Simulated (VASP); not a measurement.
# BC31 (a cell with a defect) (diamond) in VASP: single point with PBE

Aim: the single point of BC31 (a cell with a defect) (diamond) with PBE.

Program: VASP 6.6.1. These are calculated values, not measurements. Logs are shortened: lines on timing, memory, paths and dates and some standing lists are left out, and cuts for length are marked.

## Step 1: The cell of the first run

The cell holds a defect, 64 atoms: a = 7.091 Å, b = 7.091 Å, c = 7.091 Å, α = 90.00°, β = 90.00°, γ = 90.00°.

## Step 2: Single point, PBE

INCAR

```
ALGO     = Normal         # electronic algorithm
EDIFF    = 1E-6           # SCF threshold, eV
ENCUT    = 520            # plane-wave cutoff, eV
GGA      = PE             # functional
ISIF     = 2              # what is computed and relaxed
ISMEAR   = 0              # smearing method
LASPH    = True           # aspherical terms in the spheres
LCHARG   = False          # write CHGCAR
LREAL    = Auto         
LWAVE    = False          # write WAVECAR
NBANDS   = 165            # bands
NELM     = 100            # most SCF steps
PREC     = Accurate       # precision mode
SIGMA    = 0.1            # smearing width, eV
```

KPOINTS

```
k-points
0
Gamma
  2 2 2
```

POSCAR

```
BC31
1.0
    7.0908060229      0.0000000000      0.0000000000
    0.0000000000      7.0908060229      0.0000000000
    0.0000000000      0.0000000000      7.0908060229
B C
2 62
Direct
    0.0162099159      0.0162099159     -0.0162099159
    0.8587900841      0.8587900841      0.1412099159
   -0.0002047708     -0.0002047708      0.4999271872
   -0.0002047708      0.5000728128      0.0002047708
    0.0007283228      0.4997523922      0.5002476078
    0.5000728128     -0.0002047708      0.0002047708
    0.4997523922      0.0007283228      0.5002476078
    0.4997523922      0.4997523922     -0.0007283228
    0.5002315598      0.5002315598      0.4997684402
    0.0005434534      0.2516631944      0.2518282424
    0.0000485474      0.2511259310      0.7488740690
    0.0075111644      0.7484560973      0.2515439027
    0.0005434534      0.7481717576      0.7483368056
    0.4993556091      0.2509362080      0.2499577693
    0.4997620711      0.2500122627      0.7499877373
    0.5003878349      0.7503503226      0.2496496774
    0.4993556091      0.7500422307      0.7490637920
    0.2516631944      0.0005434534      0.2518282424
    0.2511259310      0.0000485474      0.7488740690
    0.2509362080      0.4993556091      0.2499577693
    0.2500122627      0.4997620711      0.7499877373
    0.7484560973      0.0075111644      0.2515439027
    0.7481717576      0.0005434534      0.7483368056
    0.7503503226      0.5003878349      0.2496496774
    0.7500422307      0.4993556091      0.7490637920
    0.2511259310      0.2511259310     -0.0000485474
    0.2500122627      0.2500122627      0.5002379289
    0.2516631944      0.7481717576     -0.0005434534
    0.2509362080      0.7500422307      0.5006443909
    0.7481717576      0.2516631944     -0.0005434534
    0.7500422307      0.2509362080      0.5006443909
    0.7484560973      0.7484560973     -0.0075111644
    0.7503503226      0.7503503226      0.4996121651
    0.1265439027      0.1265439027      0.1325111644
    0.1246496774      0.1246496774      0.6253878349
    0.1268282424      0.6233368056      0.1255434534
    0.1249577693      0.6240637920      0.6243556091
    0.6233368056      0.1268282424      0.1255434534
    0.6240637920      0.1249577693      0.6243556091
    0.6238740690      0.6238740690      0.1250485474
    0.6249877373      0.6249877373      0.6247620711
    0.1249577693      0.3756443909      0.3759362080
    0.1246496774      0.3746121651      0.8753503226
    0.1268282424      0.8744565466      0.3766631944
    0.1265439027      0.8674888356      0.8734560973
    0.6249877373      0.3752379289      0.3750122627
    0.6240637920      0.3756443909      0.8750422307
    0.6238740690      0.8749514526      0.3761259310
    0.6233368056      0.8744565466      0.8731717576
    0.3756443909      0.1249577693      0.3759362080
    0.3746121651      0.1246496774      0.8753503226
    0.3752379289      0.6249877373      0.3750122627
    0.3756443909      0.6240637920      0.8750422307
    0.8744565466      0.1268282424      0.3766631944
    0.8674888356      0.1265439027      0.8734560973
    0.8749514526      0.6238740690      0.3761259310
    0.8744565466      0.6233368056      0.8731717576
    0.3752476078      0.3752476078      0.1257283228
    0.3747684402      0.3747684402      0.6252315598
    0.3749271872      0.8752047708      0.1247952292
    0.3752476078      0.8742716772      0.6247523922
    0.8752047708      0.3749271872      0.1247952292
    0.8742716772      0.3752476078      0.6247523922
    0.8752047708      0.8752047708      0.6250728128
```

Potentials or basis: VASP PAW PBE potentials, release 64 (B, C).

Command:

```sh
$ cat potpaw_PBE.64/B/POTCAR potpaw_PBE.64/C/POTCAR > POTCAR
$ mpirun -np 1 vasp_std > vasp.out
```

OUTCAR:

```text
EDIFF = 1E-6
   ENCUT = 520
   GGA = PE
   ISIF = 2
   ISMEAR = 0
   LASPH = True
   LREAL = Auto
   NELM = 100
   PREC = Accurate

 ion  position               nearest neighbor table
   1  0.016  0.016  0.984-  34 1.53  45 1.53  55 1.53   2 1.93
   2  0.859  0.859  0.141-  12 1.53  22 1.53  32 1.53   1 1.93
   3  1.000  1.000  0.500-  64 1.53  35 1.54  54 1.54  44 1.54
   4  1.000  0.500  0.000-  62 1.53  43 1.54  57 1.54  36 1.54
   5  0.001  0.500  0.500-  37 1.53  42 1.53  56 1.53  63 1.54
   6  0.500  1.000  0.000-  60 1.53  51 1.54  38 1.54  49 1.54
[... 56 lines left out ...]
  63  0.874  0.375  0.625-  25 1.53  31 1.53  11 1.53   5 1.54
  64  0.875  0.875  0.625-   3 1.53  33 1.54  23 1.54  13 1.54

  LATTYP: Found a simple cubic cell.
 ALAT       =     7.0908060229

  Lattice vectors:

 A1 = (   7.0908060229,   0.0000000000,   0.0000000000)
 A2 = (   0.0000000000,   7.0908060229,   0.0000000000)
 A3 = (   0.0000000000,   0.0000000000,   7.0908060229)

Analysis of symmetry for initial positions (statically):
=====================================================================
 Subroutine PRICEL returns:
 Original cell was already a primitive cell.

 Routine SETGRP: Setting up the symmetry group for a
 simple cubic supercell.

 Subroutine GETGRP returns: Found 12 space group operations
 (whereof  6 operations were pure point group operations)
 out of a pool of 48 trial point group operations.

The static configuration has the point symmetry C_3v.
 The point group associated with its full space group is D_3d.

Analysis of symmetry for dynamics (positions and initial velocities):
=====================================================================
 Subroutine PRICEL returns:
 Original cell was already a primitive cell.

 Routine SETGRP: Setting up the symmetry group for a
 simple cubic supercell.

 Subroutine GETGRP returns: Found 12 space group operations
 (whereof  6 operations were pure point group operations)
 out of a pool of 48 trial point group operations.

The dynamic configuration has the point symmetry C_3v.
 The point group associated with its full space group is D_3d.

 Subroutine INISYM returns: Found 12 space group operations
 (whereof  6 operations are pure point group operations),
 and found     1 'primitive' translations

----------------------------------------------------------------------------------------

                                     Primitive cell

  volume of cell :     356.5224

  direct lattice vectors                    reciprocal lattice vectors
     7.090806023  0.000000000  0.000000000     0.141027691  0.000000000  0.000000000
     0.000000000  7.090806023  0.000000000     0.000000000  0.141027691  0.000000000
     0.000000000  0.000000000  7.090806023     0.000000000  0.000000000  0.141027691

  length of vectors
     7.090806023  7.090806023  7.090806023     0.141027691  0.141027691  0.141027691

  position of ions in fractional coordinates (direct lattice)
     0.016209916  0.016209916  0.983790084
     0.858790084  0.858790084  0.141209916
     0.999795229  0.999795229  0.499927187
     0.999795229  0.500072813  0.000204771
     0.000728323  0.499752392  0.500247608
     0.500072813  0.999795229  0.000204771
[... 56 lines left out ...]
     0.874271677  0.375247608  0.624752392
     0.875204771  0.875204771  0.625072813

  ion indices of the primitive-cell ions
   primitive index   ion index
                 1           1
                 2           2
                 3           3
                 4           4
                 5           5
                 6           6
[... 56 lines left out ...]
                63          63
                64          64

----------------------------------------------------------------------------------------

 KPOINTS: k-points

Automatic generation of k-mesh.
 Grid dimensions read from file:
 generate k-points for:    2    2    2

 Generating k-lattice:

  Cartesian coordinates                     Fractional coordinates (reciprocal lattice)
     0.070513845  0.000000000  0.000000000     0.500000000  0.000000000  0.000000000
     0.000000000  0.070513845  0.000000000     0.000000000  0.500000000  0.000000000
     0.000000000  0.000000000  0.070513845     0.000000000  0.000000000  0.500000000

  Length of vectors
     0.070513845  0.070513845  0.070513845

  Shift w.r.t. Gamma in fractional coordinates (k-lattice)
     0.000000000  0.000000000  0.000000000

 Subroutine IBZKPT returns following result:
 ===========================================

 Found      4 irreducible k-points:

 Following reciprocal coordinates:
            Coordinates               Weight
  0.000000  0.000000  0.000000      1.000000
  0.500000  0.000000  0.000000      3.000000
  0.500000  0.500000  0.000000      3.000000
  0.500000  0.500000  0.500000      1.000000
   k-points           NKPTS =      4   k-points in BZ     NKDIM =      4   number of bands    NBANDS=    165
   number of dos      NEDOS =    301   number of ions     NIONS =     64
   total plane-waves  NPLWV = 157464
   dimension x,y,z NGX =    54 NGY =   54 NGZ =   54
   dimension x,y,z NGXF=   108 NGYF=  108 NGZF=  108
   ions per type =               2  62
   NGX,Y,Z   is equivalent  to a cutoff of  12.66, 12.66, 12.66 a.u.
   NGXF,Y,Z  is equivalent  to a cutoff of  25.32, 25.32, 25.32 a.u.
 SYSTEM =  unknown system
   PREC   = accura    normal or accurate (medium, high low for compatibility)
   ISTART =      0    job   : 0-new  1-cont  2-samecut
   ICHARG =      2    charge: 1-file 2-atom 10-const
   ISPIN  =      1    spin polarized calculation?
   LNONCOLLINEAR =      F non collinear calculations
   LSORBIT =      F    spin-orbit coupling
   LASPH  =      T    aspherical Exc in radial PAW
   ENCUT  =  520.0 eV  38.22 Ry    6.18 a.u.  13.18 13.18 13.18*2*pi/ulx,y,z
   NELM   =    100;   NELMIN=  2; NELMDL= -5     # of ELM steps
   EDIFF  = 0.1E-05   stopping-criterion for ELM
   LREAL  =      T    real-space projection
   EDIFFG = 0.1E-04   stopping-criterion for IOM
   NSW    =      0    number of steps for IOM
   IBRION =     -1    ionic relax: 0-MD 1-quasi-New 2-CG
   NFREE  =      0    steps in history (QN), initial steepest desc. (CG)
   ISIF   =      2    stress and relaxation
   ISYM   =      2    0-nonsym 1-usesym 2-fastsym
   POTIM  = 0.5000    time-step for ionic-motion
   TEBEG  =    0.0;   TEEND  =   0.0 temperature during run
   PSTRESS=    0.0 pullay stress
   NELECT =     254.0000    total number of electrons
   NUPDOWN=      -1.0000    fix difference up-down
   EMIN   =  10.00;   EMAX   =-10.00  energy-range for DOS
   EFERMI =   0.00;   METHOD = LEGACY
   ISMEAR =     0;   SIGMA  =   0.10  broadening in eV -4-tet -1-fermi 0-gaus
   EFERMI_NEDOS =   21; number of points for ismear=-14 and -15
   IALGO  =     38    algorithm
   IMIX   =      4    mixing-type and parameters
     AMIX     =   0.40;   BMIX     =  1.00
     AMIX_MAG =   1.60;   BMIX_MAG =  1.00
  volume/ion in A,a.u.               =       5.57        37.59
  Fermi-wavevector in a.u.,A,eV,Ry     =   1.462145  2.763054 29.087463  2.137868
  Thomas-Fermi vector in A             =   2.578393
   LORBIT       =      0    0 simple, 1 ext, 2 COOP (PROOUT), +10 PAW based schemes
   GGA     = PE    functional components
   LHFCALC =     F    Hartree Fock is set to
   AEXX    =    0.0000 exact exchange contribution
   IVDW    =     0    specifies the selected vdW correction
   LEPSILON=     F    determine dielectric tensor
   LRPA    =     F    only Hartree local field effects (RPA)
 non-spin polarized calculation
 Gauss-broadening in eV      SIGMA  =   0.10
  energy-cutoff  :      520.00
  volume of cell :      356.52
 maximum number of plane-waves:      9627
 NGX is ok and might be reduce to    54
   NGX = 27   NGY = 27   NGZ = 27

 number of electron     254.0000012 magnetization

 Free energy of the ion-electron system (eV)
  ---------------------------------------------------
  ext. energy  EPLUGINS =         0.00000000
  ---------------------------------------------------
  free energy    TOTEN  =      -574.45795909 eV

  energy without entropy =     -574.45794907  energy(sigma->0) =     -574.45795408

 E-fermi :  10.2795     XC(G=0): -13.3244

 val. band max:        9.9975229585   @ k =   0.0000   0.0000   0.0000
 cond. band min:      10.5682858610   @ k =   0.5000   0.0000   0.0000
 fundamental gap:      0.5707629025
 Fermi energy:        10.2795391231

 k-point     1 :       0.0000    0.0000    0.0000
  band No.  band energies     occupation
      1     -11.7573      2.00000
      2      -9.5469      2.00000
      3      -9.5469      2.00000
      4      -9.4954      2.00000
      5      -9.4954      2.00000
      6      -9.4651      2.00000
[... 131 lines left out ...]
    138      14.8712      0.00000
    139      14.8712      0.00000

 k-point     2 :       0.5000    0.0000    0.0000
  band No.  band energies     occupation
      1     -11.2780      2.00000
      2     -11.0677      2.00000
      3      -9.0380      2.00000
      4      -9.0057      2.00000
      5      -8.9884      2.00000
      6      -8.9242      2.00000
[... 131 lines left out ...]
    138      16.6013      0.00000
    139      16.6301      0.00000

 k-point     3 :       0.5000    0.5000    0.0000
  band No.  band energies     occupation
      1     -10.7324      2.00000
      2     -10.6712      2.00000
      3     -10.6589      2.00000
      4     -10.2880      2.00000
      5      -8.4627      2.00000
      6      -8.4624      2.00000
[... 131 lines left out ...]
    138      16.4122      0.00000
    139      16.4256      0.00000

 k-point     4 :       0.5000    0.5000    0.5000
  band No.  band energies     occupation
      1     -10.1657      2.00000
      2     -10.1581      2.00000
      3     -10.1533      2.00000
      4     -10.1533      2.00000
      5     -10.0362      2.00000
      6     -10.0362      2.00000
[... 131 lines left out ...]
    138      16.0323      0.00000
    139      16.0323      0.00000
 [bands above 139 left out]

------------------------ aborting loop because EDIFF is reached ----------------------------------------

  FORCE on cell =-STRESS in cart. coord.  units (eV):
  Direction    XX          YY          ZZ          XY          YZ          ZX
  --------------------------------------------------------------------------------------
  -------------------------------------------------------------------------------------
  Total       34.9522990     34.9522990     34.9522990     -3.1929847      3.1929847      3.1929847
  in kB      157.0722679    157.0722679    157.0722679    -14.3489659     14.3489659     14.3489659
  external PRESSURE =     157.0722679 kB  Pullay stress =       0.0000000 kB

 VOLUME and BASIS-vectors are now :
 -----------------------------------------------------------------------------
  energy-cutoff  :      520.00
  volume of cell :      356.52
      direct lattice vectors                 reciprocal lattice vectors
     7.090806023  0.000000000  0.000000000     0.141027691  0.000000000  0.000000000
     0.000000000  7.090806023  0.000000000     0.000000000  0.141027691  0.000000000
     0.000000000  0.000000000  7.090806023     0.000000000  0.000000000  0.141027691

 POSITION                                       TOTAL-FORCE (eV/Angst)
 -----------------------------------------------------------------------------------
      0.11494      0.11494      6.97586        -0.004457     -0.004457      0.004457
      6.08951      6.08951      1.00129         0.004457      0.004457     -0.004457
      7.08935      7.08935      3.54489         0.005646      0.005646     -0.000042
      7.08935      3.54592      0.00145         0.005646      0.000042     -0.005646
      0.00516      3.54365      3.54716        -0.007956      0.002126     -0.002126
      3.54592      7.08935      0.00145         0.000042      0.005646     -0.005646
[... 56 lines left out ...]
      6.19929      2.66081      4.43000         0.007956     -0.002126      0.002126
      6.20591      6.20591      4.43227        -0.005646     -0.005646      0.000042
 -----------------------------------------------------------------------------------
    total drift:                               -0.000007     -0.000007      0.000005

  FREE ENERGIE OF THE ION-ELECTRON SYSTEM (eV)
  ---------------------------------------------------
  free  energy   TOTEN  =      -574.4579590934 eV

  energy  without entropy=     -574.4579490711  energy(sigma->0) =     -574.45795408
```

It took 4 min on 1 thread of Intel Xeon 6975P-C (Granite Rapids), shared host; peak memory 0.45 GiB.

Results:

| Property | Result |
| --- | --- |
| Free energy | -574.4580 eV |
| Pressure | 15.7 GPa |
| Largest force | 0.013 eV/Å |
| Band gap on the k mesh | 0.57 eV |

Forces in eV/Å, atoms in the order of the input:
```
B   -0.004 -0.004  0.004
B    0.004  0.004 -0.004
C    0.006  0.006  0.000
C    0.006  0.000 -0.006
C   -0.008  0.002 -0.002
C    0.000  0.006 -0.006
C    0.002 -0.008 -0.002
C    0.002  0.002  0.008
C   -0.006 -0.006  0.006
C   -0.006 -0.001 -0.003
C   -0.004  0.000  0.000
C    0.005  0.008 -0.008
C   -0.006  0.003  0.001
C    0.000  0.001 -0.002
C   -0.004  0.000  0.000
C   -0.002  0.002 -0.002
C    0.000  0.002 -0.001
C   -0.001 -0.006 -0.003
C    0.000 -0.004  0.000
C    0.001  0.000 -0.002
C    0.000 -0.004  0.000
C    0.008  0.005 -0.008
C    0.003 -0.006  0.001
C    0.002 -0.002 -0.002
C    0.002  0.000 -0.001
C    0.000  0.000  0.004
C    0.000  0.000  0.004
C   -0.001  0.003  0.006
C    0.001  0.002  0.000
C    0.003 -0.001  0.006
C    0.002  0.001  0.000
C    0.008  0.008 -0.005
C    0.002  0.002  0.002
C   -0.008 -0.008  0.005
C   -0.002 -0.002 -0.002
C   -0.003  0.001 -0.006
C   -0.002 -0.001  0.000
C    0.001 -0.003 -0.006
C   -0.001 -0.002  0.000
C    0.000  0.000 -0.004
C    0.000  0.000 -0.004
C   -0.002  0.000  0.001
C   -0.002  0.002  0.002
C   -0.003  0.006 -0.001
C   -0.008 -0.005  0.008
C    0.000  0.004  0.000
C   -0.001  0.000  0.002
C    0.000  0.004  0.000
C    0.001  0.006  0.003
C    0.000 -0.002  0.001
C    0.002 -0.002  0.002
C    0.004  0.000  0.000
C    0.000 -0.001  0.002
C    0.006 -0.003 -0.001
C   -0.005 -0.008  0.008
C    0.004  0.000  0.000
C    0.006  0.001  0.003
C   -0.002 -0.002 -0.008
C    0.006  0.006 -0.006
C    0.000 -0.006  0.006
C   -0.002  0.008  0.002
C   -0.006  0.000  0.006
C    0.008 -0.002  0.002
C   -0.006 -0.006  0.000
```

Stress tensor (GPa, compression positive):
```
15.71 -1.43  1.43
-1.43 15.71  1.43
 1.43  1.43 15.71
```

Caveat: the k points lie up to 0.44 Å⁻¹ apart.
